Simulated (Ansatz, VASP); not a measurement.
**One calculation of MnS, two programs**

```
CELL_PARAMETERS angstrom
3.97600 0.00000 0.00000
-1.98800 3.44332 0.00000
0.00000 0.00000 6.43200
ATOMIC_POSITIONS crystal
Mn 0.33333 0.66667 0.00000
Mn 0.66667 0.33333 0.50000
S 0.33333 0.66667 0.38500
S 0.66667 0.33333 0.88500
```

Alike in both runs: task single point; functional PBE; k mesh 6 × 6 × 3; occupations gaussian, width 0.05 eV; collinear spin; Hubbard terms Mn d U = 5.0 eV.

|  | VASP | Ansatz |
| --- | --- | --- |
| version | VASP 6.6.1 | Ansatz 0.2.0 |
| potentials or method | VASP PAW PBE potentials, release 64 (Mn_pv, S), cutoff 520 eV | scalar-relativistic, plane waves, PAW |
| valence electrons in the cell | 38 | 42 |

```csv
,VASP,Ansatz,Ansatz less VASP
gap on the k mesh at the Fermi level (eV),2.40,1.53,-0.866
least direct gap on the mesh (eV),2.40,1.76,-0.632
pressure (GPa),4.9,3.3,-1.53
"traceless stress, the component that is largest in VASP (GPa)",-2.51,-1.30,+1.214
rms of the force components (eV/Å),0.191,0.172,-0.0186
net moment per atom (μB),0.00,1.00,+1.000
size of the moment on the site where the two differ most (μB),4.57,0.89,-3.678
```

The net moments are unlike, so the other rows may belong to different states. Site moments also hang on the region over which each program counts them. The programs project onto different local orbitals, so the same U acts differently, and such runs can settle in different states. Atom by atom the forces differ by 0.099 eV/Å (rms over components). VASP's potentials hold 38 valence electrons a cell and Ansatz's 42, so a difference there can come from the potentials and not from the codes. Ansatz's warnings: stress scf threshold loose.
